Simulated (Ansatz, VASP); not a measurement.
**Two plane-wave programs on Bi4I3BrO4**

```
CELL_PARAMETERS angstrom
4.02465 -4.02465 0.00000
4.02465 4.02465 0.00000
0.00000 0.00000 8.30110
ATOMIC_POSITIONS crystal
Bi 0.75000 0.25000 0.15400
Bi 0.25000 0.75000 0.15400
Bi 0.25000 0.25000 0.84600
Bi 0.75000 0.75000 0.84600
I 0.75000 0.25000 0.65300
I 0.25000 0.75000 0.65300
I 0.25000 0.25000 0.34700
Br 0.75000 0.75000 0.34700
O 0.00000 0.00000 0.00000
O 0.50000 0.50000 0.00000
O 0.00000 0.50000 0.00000
O 0.50000 0.00000 0.00000
```

Alike in both runs: task single point; functional PBEsol; k mesh 4 × 4 × 2; occupations gaussian, width 0.1 eV; no spin polarisation.

```csv
,VASP,Ansatz
version,VASP 6.6.1,Ansatz 0.2.0
potentials or method,"VASP PAW PBE potentials, release 64 (Bi_d, I, Br, O), cutoff 520 eV","scalar-relativistic, plane waves, PAW"
valence electrons in the cell,112,142
```

```csv
,VASP,Ansatz,Ansatz less VASP
gap on the k mesh at the Fermi level (eV),1.52,1.53,+0.007
least direct gap on the mesh (eV),1.61,1.62,+0.006
pressure (GPa),-1.6,-1.7,-0.06
"traceless stress, the component that is largest in VASP (GPa)",0.85,0.86,+0.013
rms of the force components (eV/Å),0.399,0.410,+0.0112
```

VASP's potentials were made for PBE, not for PBEsol. Atom by atom the forces differ by 0.012 eV/Å (rms over components). VASP's potentials hold 112 valence electrons a cell and Ansatz's 142, so a difference there can come from the potentials and not from the codes.

Neither program's run includes spin-orbit coupling.
